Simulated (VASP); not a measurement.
Write the native input for VASP 6.6.1 that does the following.

| Property | Result |
| --- | --- |
| Task | single point |
| Functional | PBE |
| Potentials or basis | VASP PAW PBE potentials, release 64 (La) |
| Cutoff | 500 eV |
| k mesh | 14 × 14 × 14 |
| Occupations | gaussian, width 0.05 eV |
| Spin | no spin polarisation |
| Dipole correction | no |
| Further INCAR settings | ALGO = Normal; EDIFF = 1e-06; NBANDS = 12 |

The structure of La lies in POSCAR:

```
La
1.0
    0.0000000000      2.6525364347      2.6525364347
    2.6525364347      0.0000000000      2.6525364347
    2.6525364347      2.6525364347      0.0000000000
La
1
Direct
    0.0000000000      0.0000000000      0.0000000000
```

This isn't the form of La at room conditions, which is double hcp.

One way to write it, as run:

INCAR

```
SYSTEM = La
PREC     = Accurate       ! precision mode
ENCUT    = 500            ! plane-wave cutoff, eV
EDIFF    = 1E-6           ! SCF threshold, eV
ISMEAR   = 0              ! smearing method
SIGMA    = 0.05           ! smearing width, eV
LREAL    = .False.        ! projectors in reciprocal space
LASPH    = .True.         ! aspherical terms in the spheres
NELM     = 200            ! most SCF steps
ALGO     = Normal         ! electronic algorithm
ISIF     = 2              ! what is computed and relaxed
LWAVE    = .False.        ! write WAVECAR
LCHARG   = .True.         ! write CHGCAR
GGA      = PE             ! functional
LELF     = .True.         ! ELF
LVHAR    = .True.       
NBANDS   = 12             ! bands
GGA_COMPAT= .False.      
LMAXMIX  = 6              ! l up to which the mixer works
```

KPOINTS

```
regular mesh
0
Gamma
  14 14 14
  0 0 0
```

Potentials or basis: VASP PAW PBE potentials, release 64 (La).

Launch:

```console
$ cat potpaw_PBE.64/La/POTCAR > POTCAR
$ mpirun -np 1 vasp_std > vasp.out
```

Results of the run:

| Property | Result |
| --- | --- |
| Pressure | -0.2 GPa |
| Band gap on the k mesh | zero (an odd number of electrons rules out a gap without spin polarisation) |

Caveat: spin-orbit coupling is left out, which moves the levels of the heavy elements.

It took 2.6 min on 1 thread of Intel Xeon 8259CL, on a shared host, peak memory 0.2 GiB.
